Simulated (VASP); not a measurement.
CaO (Lime):

```xyz
2
Lattice="0.0000 2.4065 2.4065 2.4065 0.0000 2.4065 2.4065 2.4065 0.0000" Properties=species:S:1:pos:R:3 pbc="T T T"
Ca    0.0000    0.0000    0.0000
O     2.4065    2.4065    2.4065
```

Base run:

| Quantity | Value |
| --- | --- |
| Program | VASP 6.6.1 |
| Functional | PBE |
| Potentials or basis | VASP PAW PBE potentials, release 64 (Ca_sv, O) |
| Cutoff | 520 eV |
| k mesh | 9 × 9 × 9 |
| Occupations | fermi-dirac, width 0.02 eV |
| Spin | no spin polarisation |

Its results: band gap on the k mesh 3.69 eV, indirect (least direct gap 4.07 eV); pressure 1.8 GPa.

Problem. The run is repeated on the same cell with these changes: functional from PBE to r2SCAN; further incar settings from ALGO = Normal; EDIFF = 1e-06; NBANDS = 15 to ALGO = Normal; EDIFF = 1e-08; NBANDS = 15. What comes out?

Solution. Band gap on the k mesh 4.25 eV, indirect (least direct gap 4.62 eV); pressure -0.3 GPa.

Caveats: the PAW data sets were made with another functional, which shifts forces and pressure a little (some runs).

A k mesh can miss the band edges.
